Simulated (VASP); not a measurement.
LiH:

```
CELL_PARAMETERS angstrom
0.00000 2.07670 2.07670
2.07670 0.00000 2.07670
2.07670 2.07670 0.00000
ATOMIC_POSITIONS crystal
Li 0.00000 0.00000 0.00000
H 0.50000 0.50000 0.50000
```

This cell differs from its parent crystal: volume scaled by 1.06.

Base run:

| Property | Result |
| --- | --- |
| Program | VASP 6.6.1 |
| Functional | PBEsol |
| Potentials or basis | VASP PAW PBE potentials, release 64 (Li_sv, H) |
| Cutoff | 750 eV |
| k mesh | 11 × 11 × 11 |
| Occupations | fermi-dirac, width 0.05 eV |
| Spin | no spin polarisation |

Its results: band gap on the k mesh 3.01 eV, direct.

Task: After a change of settings the same cell gave: band gap on the k mesh 3.22 eV, direct. Which change was it?
A. functional from PBEsol to LDA; potentials or basis from VASP PAW PBE potentials, release 64 (Li_sv, H) to VASP PAW LDA potentials, release 64 (Li_sv, H); cutoff from 750 eV to 520 eV
B. functional from PBEsol to PBE; cutoff from 750 eV to 520 eV
C. cutoff from 750 eV to 520 eV

Result: B.
